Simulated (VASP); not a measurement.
# CaCo (Fm-3m) in VASP: notebook

The runs below take CaCo through single point, with PBE.

Everything below comes from runs of VASP 6.6.1. Logs are shortened: lines on timing, memory, paths and dates and some standing lists are left out, and cuts for length are marked.

## 1. The cell of the first run

Symmetry: Fm-3m, No. 225, cubic system. The conventional cell has a = 5.138 Å, b = 5.138 Å, c = 5.138 Å, α = 90.00°, β = 90.00°, γ = 90.00°. Ca (site symmetry m-3m) has 6 Co at 2.57 Å within 3.4 Å. Within 3.4 Å of Co (site symmetry m-3m) lie 6 Ca at 2.57 Å.

## 2. Single point, PBE, collinear spin, ferromagnetic start

INCAR reads:

```
PREC = Accurate ; ENCUT = 520
EDIFF = 1E-6 ; ISMEAR = -1
SIGMA = 0.05 ; LREAL = F
LASPH = T ; NELM = 150
ALGO = Normal ; ISIF = 2
LWAVE = F ; LCHARG = F
ISPIN = 2 ; MAGMOM = 0 2
LORBIT = 11 ; LMAXMIX = 4
GGA = PE ; NBANDS = 20
```

KPOINTS reads:

```
Automatic mesh
0
Gamma
  9 9 9
```

POSCAR reads:

```
CaCo
1.0
    0.0000000000      2.5692257500      2.5692257500
    2.5692257500      0.0000000000      2.5692257500
    2.5692257500      2.5692257500      0.0000000000
Ca Co
1 1
Direct
    0.5000000000      0.5000000000      0.5000000000
    0.0000000000      0.0000000000      0.0000000000
```

Potentials or basis: VASP PAW PBE potentials, release 64 (Ca_sv, Co).

Launch:

```console
$ cat potpaw_PBE.64/Ca_sv/POTCAR potpaw_PBE.64/Co/POTCAR > POTCAR
$ mpirun -np 1 vasp_std > vasp.out
```

OUTCAR:

```text
PREC = Accurate
   ENCUT = 520
   EDIFF = 1E-6
   ISMEAR = -1
   LREAL = F
   LASPH = T
   NELM = 150
   ISIF = 2
   ISPIN = 2
   LORBIT = 11
   GGA = PE

 ion  position               nearest neighbor table
   1  0.500  0.500  0.500-   2 2.57   2 2.57   2 2.57   2 2.57   2 2.57   2 2.57
   2  0.000  0.000  0.000-   1 2.57   1 2.57   1 2.57   1 2.57   1 2.57   1 2.57

  LATTYP: Found a face centered cubic cell.
 ALAT       =     5.1384515000

  Lattice vectors:

 A1 = (   0.0000000000,   2.5692257500,   2.5692257500)
 A2 = (   2.5692257500,   0.0000000000,   2.5692257500)
 A3 = (   2.5692257500,   2.5692257500,   0.0000000000)

Analysis of symmetry for initial positions (statically):
=====================================================================
 Subroutine PRICEL returns:
 Original cell was already a primitive cell.

 Routine SETGRP: Setting up the symmetry group for a
 face centered cubic supercell.

 Subroutine GETGRP returns: Found 48 space group operations
 (whereof 48 operations were pure point group operations)
 out of a pool of 48 trial point group operations.

The static configuration has the point symmetry O_h .

Analysis of symmetry for dynamics (positions and initial velocities):
=====================================================================
 Subroutine PRICEL returns:
 Original cell was already a primitive cell.

 Routine SETGRP: Setting up the symmetry group for a
 face centered cubic supercell.

 Subroutine GETGRP returns: Found 48 space group operations
 (whereof 48 operations were pure point group operations)
 out of a pool of 48 trial point group operations.

The dynamic configuration has the point symmetry O_h .

Analysis of structural, dynamic, and magnetic symmetry:
=====================================================================
 Subroutine PRICEL returns:
 Original cell was already a primitive cell.

 Routine SETGRP: Setting up the symmetry group for a
 face centered cubic supercell.

 Subroutine GETGRP returns: Found 48 space group operations
 (whereof 48 operations were pure point group operations)
 out of a pool of 48 trial point group operations.

The overall configuration has the point symmetry O_h .

 Subroutine INISYM returns: Found 48 space group operations
 (whereof 48 operations are pure point group operations),
[... 106 lines left out ...]
   PSTRESS=    0.0 pullay stress
   NELECT =      19.0000    total number of electrons
   NUPDOWN=      -1.0000    fix difference up-down
   EMIN   =  10.00;   EMAX   =-10.00  energy-range for DOS
   EFERMI =   0.00;   METHOD = LEGACY
   ISMEAR =    -1;   SIGMA  =   0.05  broadening in eV -4-tet -1-fermi 0-gaus
   EFERMI_NEDOS =   21; number of points for ismear=-14 and -15
   IALGO  =     38    algorithm
   IMIX   =      4    mixing-type and parameters
     AMIX     =   0.40;   BMIX     =  1.00
     AMIX_MAG =   1.60;   BMIX_MAG =  1.00
  volume/ion in A,a.u.               =      16.96       114.45
  Fermi-wavevector in a.u.,A,eV,Ry     =   1.349523  2.550230 24.779114  1.821214
  Thomas-Fermi vector in A             =   2.477103
   LORBIT       =     11    0 simple, 1 ext, 2 COOP (PROOUT), +10 PAW based schemes
   GGA     = PE    functional components
   LHFCALC =     F    Hartree Fock is set to
   AEXX    =    0.0000 exact exchange contribution
   IVDW    =     0    specifies the selected vdW correction
   LEPSILON=     F    determine dielectric tensor
   LRPA    =     F    only Hartree local field effects (RPA)
 spin polarized calculation
  energy-cutoff  :      520.00
  volume of cell :       33.92
 maximum number of plane-waves:       941
   NGX = 13   NGY = 13   NGZ = 13

 number of electron      18.9999995 magnetization       0.9998799

 Free energy of the ion-electron system (eV)
  ---------------------------------------------------
  ext. energy  EPLUGINS =         0.00000000
  ---------------------------------------------------
  free energy    TOTEN  =        -6.58193027 eV

  energy without entropy =       -6.55524728  energy(sigma->0) =       -6.56858877

 E-fermi :   5.7102     XC(G=0): -10.9789

 val. band max:        5.7059761286   @ k =   0.4444   0.0000   0.0000
 cond. band min:       5.7213262962   @ k =   0.3333   0.3333   0.0000
 fundamental gap:      0.0153501676
 Fermi energy:         5.7102304890

 spin component 1

 k-point     1 :       0.0000    0.0000    0.0000
  band No.  band energies     occupation
      1     -33.4616      1.00000
      2     -14.4573      1.00000
      3     -14.4573      1.00000
      4     -14.4573      1.00000
      5       0.4323      1.00000
      6       3.6986      1.00000
[... 541 lines left out ...]
     19      20.4410      0.00000
     20      20.4418      0.00000

 [... further k-points ...]

 spin component 2

 k-point     1 :       0.0000    0.0000    0.0000
  band No.  band energies     occupation
      1     -33.5108      1.00000
      2     -14.5103      1.00000
      3     -14.5103      1.00000
      4     -14.5103      1.00000
      5       0.4269      1.00000
      6       4.4981      1.00000
[... 541 lines left out ...]
     19      20.2881      0.00000
     20      20.6165      0.00000

 [... further k-points ...]
[... 5 lines left out ...]
  --------------------------------------------------------------------------------------
  -------------------------------------------------------------------------------------
  Total        4.5970172      4.5970172      4.5970172     -0.0000000      0.0000000     -0.0000000
  in kB      217.1450402    217.1450402    217.1450402     -0.0000000      0.0000000     -0.0000000
  external PRESSURE =     217.1450402 kB  Pullay stress =       0.0000000 kB

 VOLUME and BASIS-vectors are now :
 -----------------------------------------------------------------------------
  energy-cutoff  :      520.00
  volume of cell :       33.92
      direct lattice vectors                 reciprocal lattice vectors
     0.000000000  2.569225750  2.569225750    -0.194611159  0.194611159  0.194611159
     2.569225750  0.000000000  2.569225750     0.194611159 -0.194611159  0.194611159
     2.569225750  2.569225750  0.000000000     0.194611159  0.194611159 -0.194611159

 POSITION                                       TOTAL-FORCE (eV/Angst)
 -----------------------------------------------------------------------------------
      2.56923      2.56923      2.56923        -0.000000     -0.000000     -0.000000
      0.00000      0.00000      0.00000         0.000000      0.000000      0.000000
 -----------------------------------------------------------------------------------
    total drift:                                0.000000      0.000000      0.000000

  FREE ENERGIE OF THE ION-ELECTRON SYSTEM (eV)
  ---------------------------------------------------
  free  energy   TOTEN  =        -6.5819302667 eV

  energy  without entropy=       -6.5552472805  energy(sigma->0) =       -6.56858877

 total charge

# of ion       s       p       d       tot
------------------------------------------
    1        2.105   5.858   0.500   8.464
    2        0.552   0.144   7.529   8.225
--------------------------------------------------
tot          2.657   6.003   8.029  16.689

 magnetization (x)

# of ion       s       p       d       tot
------------------------------------------
    1       -0.003  -0.006  -0.050  -0.059
    2        0.057  -0.013   1.092   1.137
--------------------------------------------------
tot          0.054  -0.019   1.043   1.078
```

OSZICAR:

```text
N       E                     dE             d eps       ncg     rms          rms(c)
DAV:   1     0.142005476904E+03    0.14201E+03   -0.85272E+03  2816   0.100E+03
DAV:   2    -0.256921609723E-01   -0.14203E+03   -0.13403E+03  2860   0.268E+02
DAV:   3    -0.740445189091E+01   -0.73788E+01   -0.71171E+01  4140   0.615E+01
DAV:   4    -0.771281318993E+01   -0.30836E+00   -0.30321E+00  3816   0.791E+00
DAV:   5    -0.771890369229E+01   -0.60905E-02   -0.60891E-02  3488   0.120E+00    0.117E+01
DAV:   6    -0.161607563284E+02   -0.84419E+01   -0.34774E+01  3116   0.740E+01    0.292E+01
DAV:   7    -0.679367056371E+01    0.93671E+01   -0.13535E+01  3044   0.390E+01    0.535E+00
DAV:   8    -0.658571284149E+01    0.20796E+00   -0.58529E-01  3876   0.756E+00    0.168E+00
DAV:   9    -0.658552440713E+01    0.18843E-03   -0.43502E-02  3908   0.180E+00    0.925E-01
DAV:  10    -0.658247895851E+01    0.30454E-02   -0.41010E-03  4500   0.492E-01    0.402E-01
DAV:  11    -0.658189306091E+01    0.58590E-03   -0.12302E-03  3488   0.403E-01    0.130E-01
DAV:  12    -0.658191923308E+01   -0.26172E-04   -0.22474E-04  3764   0.127E-01    0.392E-02
DAV:  13    -0.658192789272E+01   -0.86596E-05   -0.18047E-05  3456   0.314E-02    0.173E-02
DAV:  14    -0.658193045577E+01   -0.25630E-05   -0.37380E-06  3844   0.151E-02    0.524E-03
DAV:  15    -0.658193026671E+01    0.18906E-06   -0.10201E-06  1764   0.921E-03
   1 F= -.65819303E+01 E0= -.65685888E+01  d E =-.266830E-01  mag=     0.9998
```

stdout:

```text
POSCAR found type information on POSCAR CaCo
 POSCAR found :  2 types and       2 ions
 scaLAPACK will be used
 LDA part: xc-table for (Slater+PW92), standard interpolation
 POSCAR, INCAR and KPOINTS ok, starting setup
 FFT: planning ... GRIDC
 FFT: planning ... GRID_SOFT
 FFT: planning ... GRID
 WAVECAR not read
 entering main loop
```

Run time: 55 s. Hardware: 1 thread of Intel Xeon Platinum 8488C (Sapphire Rapids), shared host; peak memory 0.19 GiB.

What came out:

```
Free energy                                           : -6.5819 eV
Pressure                                              : 21.7 GPa
Band gap on the k mesh                                : zero (filled and empty bands overlap)
Net moment                                            : 1.00 μB per cell
Site moments                                          : Ca -0.06; Co +1.14 μB
Valence electrons inside the program's atomic spheres : Ca 8.46; Co 8.22
```

Levels at points of the mesh, in eV from the Fermi level:
Spin up:
```tsv
k point	band 8	band 9	band 10	band 11	band 12	band 13
(0.00, 0.00, 0.00)	-2.01	-1.81	-1.81	5.14	5.14	5.14
```
Spin down:
| k point | band 5 | band 6 | band 7 | band 8 | band 9 | band 10 | band 11 | band 12 | band 13 | band 14 |
| --- | --- | --- | --- | --- | --- | --- | --- | --- | --- | --- |
| (0.00, 0.00, 0.00) | -5.28 | -1.21 | -1.21 | -1.04 | -1.04 | -1.04 | 5.35 | 5.35 | 5.35 | 6.98 |

## 3. Single point, PBE, collinear spin, ferromagnetic start (volume scaled by 1.02)

INCAR reads:

```
SYSTEM = CaCo
PREC     = Accurate       ! precision mode
ENCUT    = 520            ! plane-wave cutoff, eV
EDIFF    = 1E-6           ! SCF threshold, eV
ISMEAR   = -1             ! smearing method
SIGMA    = 0.05           ! smearing width, eV
LREAL    = .False.        ! projectors in reciprocal space
LASPH    = .True.         ! aspherical terms in the spheres
NELM     = 150            ! most SCF steps
ALGO     = Fast           ! electronic algorithm
ISIF     = 2              ! what is computed and relaxed
LWAVE    = .False.        ! write WAVECAR
LCHARG   = .False.        ! write CHGCAR
ISPIN    = 2              ! spin polarisation
MAGMOM   = 0 2            ! initial moments
LORBIT   = 11             ! projections on sites
LMAXMIX  = 4              ! l up to which the mixer works
GGA      = PE             ! functional
NBANDS   = 20             ! bands
```

KPOINTS reads:

```
Automatic mesh
0
Gamma
  9 9 9
  0 0 0
```

POSCAR reads:

```
CaCo
1.0
    0.0000000000      2.5862409859      2.5862409859
    2.5862409859      0.0000000000      2.5862409859
    2.5862409859      2.5862409859      0.0000000000
Ca Co
1 1
Direct
    0.5000000000      0.5000000000      0.5000000000
    0.0000000000      0.0000000000      0.0000000000
```

Potentials or basis: VASP PAW PBE potentials, release 64 (Ca_sv, Co).

Launch:

```console
$ cat potpaw_PBE.64/Ca_sv/POTCAR potpaw_PBE.64/Co/POTCAR > POTCAR
$ mpirun -np 1 vasp_std > vasp.out
```

OUTCAR:

```text
SYSTEM = CaCo
   PREC = Accurate
   ENCUT = 520
   EDIFF = 1E-6
   ISMEAR = -1
   LREAL = .False.
   LASPH = .True.
   NELM = 150
   ISIF = 2
   ISPIN = 2
   LORBIT = 11
   GGA = PE

 ion  position               nearest neighbor table
   1  0.500  0.500  0.500-   2 2.59   2 2.59   2 2.59   2 2.59   2 2.59   2 2.59
   2  0.000  0.000  0.000-   1 2.59   1 2.59   1 2.59   1 2.59   1 2.59   1 2.59

  LATTYP: Found a face centered cubic cell.
 ALAT       =     5.1724819718

  Lattice vectors:

 A1 = (   0.0000000000,   2.5862409859,   2.5862409859)
 A2 = (   2.5862409859,   0.0000000000,   2.5862409859)
 A3 = (   2.5862409859,   2.5862409859,   0.0000000000)

Analysis of symmetry for initial positions (statically):
=====================================================================
 Subroutine PRICEL returns:
 Original cell was already a primitive cell.

 Routine SETGRP: Setting up the symmetry group for a
 face centered cubic supercell.

 Subroutine GETGRP returns: Found 48 space group operations
 (whereof 48 operations were pure point group operations)
 out of a pool of 48 trial point group operations.

The static configuration has the point symmetry O_h .

Analysis of symmetry for dynamics (positions and initial velocities):
=====================================================================
 Subroutine PRICEL returns:
 Original cell was already a primitive cell.

 Routine SETGRP: Setting up the symmetry group for a
 face centered cubic supercell.

 Subroutine GETGRP returns: Found 48 space group operations
 (whereof 48 operations were pure point group operations)
 out of a pool of 48 trial point group operations.

The dynamic configuration has the point symmetry O_h .

Analysis of structural, dynamic, and magnetic symmetry:
=====================================================================
 Subroutine PRICEL returns:
 Original cell was already a primitive cell.

 Routine SETGRP: Setting up the symmetry group for a
 face centered cubic supercell.
[... 139 lines left out ...]
  volume of cell :       34.60
 maximum number of plane-waves:       944
   NGX = 13   NGY = 13   NGZ = 13

 number of electron      18.9999995 magnetization       1.0017573

 Free energy of the ion-electron system (eV)
  ---------------------------------------------------
  ext. energy  EPLUGINS =         0.00000000
  ---------------------------------------------------
  free energy    TOTEN  =        -6.67009715 eV

  energy without entropy =       -6.64305442  energy(sigma->0) =       -6.65657579

 E-fermi :   5.5648     XC(G=0): -10.8835

 val. band max:        5.5647465594   @ k =   0.4444   0.0000   0.0000
 cond. band min:       5.5658938507   @ k =  -0.2222   0.2222   0.0000
 fundamental gap:      0.0011472913
 Fermi energy:         5.5647718009

 spin component 1

 k-point     1 :       0.0000    0.0000    0.0000
  band No.  band energies     occupation
      1     -33.6536      1.00000
      2     -14.6539      1.00000
      3     -14.6539      1.00000
      4     -14.6539      1.00000
      5       0.3097      1.00000
      6       3.5602      1.00000
[... 541 lines left out ...]
     19      19.9812      0.00000
     20      20.0909      0.00000

 [... further k-points ...]

 spin component 2

 k-point     1 :       0.0000    0.0000    0.0000
  band No.  band energies     occupation
      1     -33.7080      1.00000
      2     -14.7122      1.00000
      3     -14.7122      1.00000
      4     -14.7122      1.00000
      5       0.2859      1.00000
      6       4.3743      1.00000
[... 541 lines left out ...]
     19      19.9256      0.00000
     20      20.1478      0.00000

 [... further k-points ...]
[... 5 lines left out ...]
  --------------------------------------------------------------------------------------
  -------------------------------------------------------------------------------------
  Total        4.2909303      4.2909303      4.2909303     -0.0000000      0.0000000     -0.0000000
  in kB      198.7124483    198.7124483    198.7124483     -0.0000000      0.0000000     -0.0000000
  external PRESSURE =     198.7124483 kB  Pullay stress =       0.0000000 kB

 VOLUME and BASIS-vectors are now :
 -----------------------------------------------------------------------------
  energy-cutoff  :      520.00
  volume of cell :       34.60
      direct lattice vectors                 reciprocal lattice vectors
     0.000000000  2.586240986  2.586240986    -0.193330785  0.193330785  0.193330785
     2.586240986  0.000000000  2.586240986     0.193330785 -0.193330785  0.193330785
     2.586240986  2.586240986  0.000000000     0.193330785  0.193330785 -0.193330785

 POSITION                                       TOTAL-FORCE (eV/Angst)
 -----------------------------------------------------------------------------------
      2.58624      2.58624      2.58624         0.000000      0.000000      0.000000
      0.00000      0.00000      0.00000        -0.000000     -0.000000     -0.000000
 -----------------------------------------------------------------------------------
    total drift:                                0.000000      0.000000      0.000000

  FREE ENERGIE OF THE ION-ELECTRON SYSTEM (eV)
  ---------------------------------------------------
  free  energy   TOTEN  =        -6.6700971515 eV

  energy  without entropy=       -6.6430544216  energy(sigma->0) =       -6.65657579

 total charge

# of ion       s       p       d       tot
------------------------------------------
    1        2.102   5.858   0.484   8.444
    2        0.553   0.140   7.514   8.207
--------------------------------------------------
tot          2.656   5.998   7.998  16.651

 magnetization (x)

# of ion       s       p       d       tot
------------------------------------------
    1       -0.004  -0.007  -0.054  -0.065
    2        0.052  -0.014   1.121   1.158
--------------------------------------------------
tot          0.048  -0.022   1.067   1.094
```

OSZICAR:

```text
N       E                     dE             d eps       ncg     rms          rms(c)
DAV:   1     0.143020930508E+03    0.14302E+03   -0.84389E+03  2824   0.994E+02
DAV:   2    -0.886510681760E-01   -0.14311E+03   -0.13523E+03  2876   0.269E+02
DAV:   3    -0.750354848243E+01   -0.74149E+01   -0.71725E+01  4020   0.618E+01
DAV:   4    -0.781348591841E+01   -0.30994E+00   -0.30455E+00  3880   0.806E+00
DAV:   5    -0.781927945662E+01   -0.57935E-02   -0.57918E-02  3476   0.125E+00    0.118E+01
RMM:   6    -0.165298868546E+02   -0.87106E+01   -0.22847E+01  3280   0.396E+01    0.304E+01
RMM:   7    -0.685692825378E+01    0.96730E+01   -0.86123E+00  2929   0.243E+01    0.449E+00
RMM:   8    -0.668371958709E+01    0.17321E+00   -0.43050E-01  3011   0.478E+00    0.196E+00
RMM:   9    -0.667002267694E+01    0.13697E-01   -0.54470E-02  3382   0.136E+00    0.880E-01
RMM:  10    -0.666924858240E+01    0.77409E-03   -0.13779E-02  3760   0.831E-01    0.330E-01
RMM:  11    -0.666984089991E+01   -0.59232E-03   -0.34240E-03  3952   0.402E-01    0.109E-01
RMM:  12    -0.667000066526E+01   -0.15977E-03   -0.86375E-04  3995   0.181E-01    0.112E-01
RMM:  13    -0.667006444761E+01   -0.63782E-04   -0.27599E-04  4279   0.883E-02    0.670E-02
RMM:  14    -0.667008849099E+01   -0.24043E-04   -0.99933E-05  4292   0.513E-02    0.237E-02
RMM:  15    -0.667009518786E+01   -0.66969E-05   -0.39130E-05  4115   0.271E-02    0.593E-03
RMM:  16    -0.667009655874E+01   -0.13709E-05   -0.98142E-06  3828   0.141E-02    0.231E-03
RMM:  17    -0.667009715146E+01   -0.59272E-06   -0.21681E-06  2829   0.810E-03
   1 F= -.66700972E+01 E0= -.66565758E+01  d E =-.270427E-01  mag=     1.0014
```

stdout:

```text
POSCAR found type information on POSCAR CaCo
 POSCAR found :  2 types and       2 ions
 scaLAPACK will be used
 LDA part: xc-table for (Slater+PW92), standard interpolation
 POSCAR, INCAR and KPOINTS ok, starting setup
 FFT: planning ... GRIDC
 FFT: planning ... GRID_SOFT
 FFT: planning ... GRID
 WAVECAR not read
 entering main loop
WARNING in EDDRMM: call to ZHEGV failed, returncode =   8  4     15
```

Run time: 59 s. Hardware: 1 thread of Intel Xeon Platinum 8488C (Sapphire Rapids), shared host; peak memory 0.19 GiB.

What came out:

```
Free energy                                           : -6.6701 eV
Pressure                                              : 19.9 GPa
Band gap on the k mesh                                : zero (filled and empty bands overlap)
Net moment                                            : 1.00 μB per cell
Site moments                                          : Ca -0.07; Co +1.16 μB
Valence electrons inside the program's atomic spheres : Ca 8.44; Co 8.21
```

[end of part 1 of 3]
